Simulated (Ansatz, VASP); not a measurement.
## Si2Mo: VASP beside Ansatz

INCAR

```
SYSTEM = Si2Mo
ALGO = Normal
EDIFF = 1E-6
ENCUT = 520
GGA = PS
ISIF = 2
ISMEAR = 0
ISPIN = 2
LASPH = .True.
LCHARG = .False.
LMAXMIX = 4
LORBIT = 11
LREAL = .False.
LWAVE = .False.
MAGMOM = 1 0 0
NBANDS = 22
NELM = 150
NUPDOWN = 1.0
PREC = Accurate
SIGMA = 0.15
```

Contents of KPOINTS:

```
k-points
0
Gamma
  12 12 12
  0 0 0
```

Contents of POSCAR:

```
Si2Mo
1.0
   -1.5673377739      1.5673377739      3.8502632003
    1.5673377739     -1.5673377739      3.8502632003
    1.5673377739      1.5673377739     -3.8502632003
Mo Si
1 2
Direct
    0.0000000000      0.0000000000      0.0000000000
    0.6670000000      0.6670000000      0.0000000000
    0.3330000000      0.3330000000      0.0000000000
```

The input input.yaml:

```yaml
crystal:
  lattice:
    - [-1.5673377739, 1.5673377739, 3.8502632003]
    - [1.5673377739, -1.5673377739, 3.8502632003]
    - [1.5673377739, 1.5673377739, -3.8502632003]
  atoms:
    - { symbol: Mo, position: [0.0, 0.0, 0.0], spin: 1.0 }
    - { symbol: Si, position: [0.667, 0.667, 0.0] }
    - { symbol: Si, position: [0.333, 0.333, 0.0] }
kpoints:
  mp_grid: { grid: [12, 12, 12] }
scf:
  occupations: { method: gaussian, width: 0.15 }
  lower_state_search: "off"
hamiltonian:
  xc: pbesol
  pseudopotentials: { kind: all_electron, lapw: { basis_error: 0.001 } }
magnetization:
  spin_polarized: true
  initial_magnetization: 1.0
  spin_locking: { lock_magnetization: hard }
output:
  forces: true
  stress: true
  eigenvalues: true
```

Change from the starting cell: volume scaled by 0.94.

Alike in both runs: task single point; functional PBEsol; k mesh 12 × 12 × 12; occupations gaussian, width 0.15 eV; collinear spin; fixed moment 1 μB.

|  | VASP | Ansatz |
| --- | --- | --- |
| version | VASP 6.6.1 | Ansatz 0.2.0 |
| potentials or method | VASP PAW PBE potentials, release 64 (Mo_sv, Si), cutoff 520 eV | all-electron LAPW, scalar-relativistic |

Ansatz gave:

* pressure (GPa): 17.8
* traceless stress, the component that is largest in VASP (GPa): 6.14
* rms of the force components (eV/Å): 0.114
* size of the moment on the site where the two differ most (μB): 0.09

Which values does VASP return?

Pressure (GPa): 18.3; traceless stress, the component that is largest in VASP (GPa): 6.16; rms of the force components (eV/Å): 0.117; size of the moment on the site where the two differ most (μB): 0.06.

VASP's potentials were made for PBE, not for PBEsol. Site moments also hang on the region over which each program counts them. Atom by atom the forces differ by 0.003 eV/Å (rms over components). Ansatz ran all-electron here, and VASP with PAW potentials.
